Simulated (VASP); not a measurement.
ZnTe3O: single point with PBE

The system is ZnTe3O.

```
Zn Te O
1.0
     4.70085    0.00000    0.00000
     0.00000    4.70085    0.00000
     0.00000    0.00000    4.72224
Zn Te O
1 3 1
Cartesian
  2.3504 2.3504 2.2761
  2.3504 2.3504 0.0756
  2.3504 0.0000 2.4320
  0.0000 2.3504 2.4320
  0.0000 0.0000 0.0000
```

The cell was generated, and may not be a known phase.

| Quantity | Value |
| --- | --- |
| Program | VASP 6.6.1 |
| Task | single point |
| Functional | PBE |
| Potentials or basis | VASP PAW PBE potentials, release 64 (Zn, Te, O) |
| Cutoff | 520 eV |
| k mesh | 4 × 4 × 4 |
| Occupations | gaussian, width 0.1 eV |
| Spin | no spin polarisation |
| Dipole correction | no |
| Further INCAR settings | ALGO = Normal; EDIFF = 1e-06; NBANDS = 26 |

```
Pressure               : 25.0 GPa
Largest force          : 4.445 eV/Å
Band gap on the k mesh : zero (bands 18 and 19 overlap by 2.14 eV)
```

Forces in eV/Å, atoms in the order of the input:
```
Zn   0.000  0.000  3.135
Te   0.000  0.000 -4.445
Te   0.000  0.000  0.667
Te   0.000  0.000  0.667
O    0.000  0.000 -0.025
```

Stress tensor (GPa, compression positive):
```
23.93  0.00  0.00
 0.00 23.93  0.00
 0.00  0.00 27.08
```

Levels at points of the mesh, in eV from the Fermi level:
| k point | band 14 | band 15 | band 16 | band 17 | band 18 | band 19 | band 20 | band 21 | band 22 | band 23 |
| --- | --- | --- | --- | --- | --- | --- | --- | --- | --- | --- |
| (0.00, 0.00, 0.00) | -1.24 | -1.24 | -0.51 | -0.51 | -0.50 | -0.44 | 1.47 | 1.47 | 1.48 | 5.13 |
| (0.50, 0.00, 0.00) | -2.44 | -1.69 | -1.56 | -0.77 | -0.07 | -0.07 | 0.21 | 0.22 | 4.89 | 4.95 |
| (0.50, 0.50, 0.00) | -2.36 | -1.76 | -1.76 | -1.09 | 0.18 | 0.18 | 1.59 | 2.37 | 5.15 | 5.15 |
| (0.00, 0.00, 0.50) | -2.44 | -1.68 | -1.53 | -0.78 | -0.05 | -0.05 | 0.21 | 0.21 | 4.31 | 5.37 |
| (0.50, 0.00, 0.50) | -2.33 | -1.74 | -1.70 | -1.08 | 0.16 | 0.16 | 1.46 | 2.31 | 5.13 | 5.15 |
| (0.50, 0.50, 0.50) | -0.01 | 0.00 | 0.00 | 1.52 | 1.71 | 2.39 | 2.39 | 2.45 | 4.74 | 5.12 |

Wall time 70 s on 1 thread of Intel Xeon 8259CL, on a shared host, peak memory 0.23 GiB.

Caveat: the cell stands under pressure; spin-orbit coupling is left out, which moves the levels of the heavy elements; forces of over 1 eV/Å act on the atoms, so gaps and moduli don't describe the material at rest.
